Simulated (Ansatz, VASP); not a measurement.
# One calculation of Li2CaO2, two programs

```
CELL_PARAMETERS angstrom
3.72386 0.00000 0.00000
0.00000 3.72386 0.00000
0.00000 0.00000 5.32358
ATOMIC_POSITIONS crystal
Li 0.00000 0.00000 0.00000
Li 0.50000 0.50000 0.50000
Ca 0.00000 0.00000 0.50000
O 0.50000 0.00000 0.71213
O 0.00000 0.50000 0.28787
```

Change from the starting cell: ordered mixture with vacancies on the cation sites of antifluorite (P-4m2, No. 115).

Alike in both runs: task relaxation of cell and atoms; functional PBE; k mesh 6 × 6 × 4; occupations gaussian, width 0.1 eV; no spin polarisation.

|  | VASP | Ansatz |
| --- | --- | --- |
| version | VASP 6.6.1 | Ansatz 0.2.0 |
| potentials or method | VASP PAW PBE potentials, release 64 (Li_sv, Ca_sv, O), cutoff 750 eV | scalar-relativistic, plane waves, PAW |
| valence electrons in the cell | 28 | 28 |

VASP gave:

```
gap on the k mesh at the Fermi level, each at its own relaxed structure (eV) : 3.45
relaxed volume (Å³/atom)                                                     : 14.82
relaxed cell length with the largest relative difference (Å)                 : 3.729
```

Which values does Ansatz return?

gap on the k mesh at the Fermi level, each at its own relaxed structure (eV): 3.46; relaxed volume (Å³/atom): 14.76; relaxed cell length with the largest relative difference (Å): 3.724.
